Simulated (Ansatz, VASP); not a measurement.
# Ni: VASP beside Ansatz

```xyz
1
Lattice="-1.3585 1.3585 1.3585 1.3585 -1.3585 1.3585 1.3585 1.3585 -1.3585" Properties=species:S:1:pos:R:3 pbc="T T T"
Ni    0.0000    0.0000    0.0000
```

Alike in both runs: task single point; functional PBE; k mesh 8 × 8 × 8; collinear spin.

```csv
,VASP,Ansatz
version,VASP 6.6.1,Ansatz 0.2 development build
potentials or method,"VASP PAW PBE potentials, release 64 (Ni)",scalar-relativistic
plane-wave cutoff (eV),600,1400
occupations,"fermi-dirac, width 0.1 eV",fermi-dirac
```

|  | VASP | Ansatz | Ansatz less VASP |
| --- | --- | --- | --- |
| net moment per atom (μB) | 0.50 | 0.56 | +0.057 |
| size of the moment on the site where the two differ most (μB) | 0.51 | 0.59 | +0.085 |

Site moments also hang on the region over which each program counts them. Ansatz's warnings: negative dielectric reading.

The k mesh is coarse, so the values compare programs but aren't converged.
